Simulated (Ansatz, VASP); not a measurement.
Ca in VASP and in Ansatz

```
CELL_PARAMETERS angstrom
3.70986 -2.45193 0.00000
3.70986 2.45193 0.00000
0.00000 0.00000 10.00204
ATOMIC_POSITIONS crystal
Ca 0.85000 0.15000 0.11700
Ca 0.65000 0.35000 0.61700
Ca 0.15000 0.85000 0.88300
Ca 0.35000 0.65000 0.38300
```

Alike in both runs: task single point; functional PBEsol; k mesh 4 × 4 × 2; occupations gaussian, width 0.1 eV; no spin polarisation.

|  | VASP | Ansatz |
| --- | --- | --- |
| version | VASP 6.6.1 | Ansatz 0.2.0 |
| potentials or method | VASP PAW PBE potentials, release 64 (Ca_sv), cutoff 520 eV | scalar-relativistic, plane waves, PAW |
| valence electrons in the cell | 40 | 40 |

|  | VASP | Ansatz | Ansatz less VASP |
| --- | --- | --- | --- |
| gap on the k mesh at the Fermi level (eV) | none | none | - |
| pressure (GPa) | -0.4 | -0.4 | -0.01 |
| traceless stress, the component that is largest in VASP (GPa) | -6.46 | -6.44 | +0.018 |
| rms of the force components (eV/Å) | 1.158 | 1.152 | -0.0067 |

VASP's potentials were made for PBE, not for PBEsol. Atom by atom the forces differ by 0.007 eV/Å (rms over components). A gap of «none» marks a metal or a gap that the smearing closes.

The k mesh is coarse, so the values compare programs but aren't converged.
